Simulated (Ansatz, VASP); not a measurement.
## One calculation of SrCl2, two programs

```
CELL_PARAMETERS angstrom
0.00000 3.48127 3.48127
3.48127 0.00000 3.48127
3.48127 3.48127 0.00000
ATOMIC_POSITIONS crystal
Sr 0.00000 0.00000 0.00000
Cl 0.25000 0.25000 0.25000
Cl 0.75000 0.75000 0.75000
```

Alike in both runs: task single point; functional PBE; k mesh 6 × 6 × 6; occupations gaussian, width 0.05 eV; no spin polarisation.

|  | VASP | Ansatz |
| --- | --- | --- |
| version | VASP 6.6.1 | Ansatz 0.2.0 |
| potentials or method | VASP PAW PBE potentials, release 64 (Sr_sv, Cl), cutoff 520 eV | scalar-relativistic, plane waves, PAW |
| valence electrons in the cell | 24 | 24 |

|  | VASP | Ansatz | Ansatz less VASP |
| --- | --- | --- | --- |
| gap on the k mesh at the Fermi level (eV) | 5.36 | 5.37 | +0.005 |
| least direct gap on the mesh (eV) | 5.50 | 5.51 | +0.003 |
| pressure (GPa) | 1.3 | 1.2 | -0.09 |
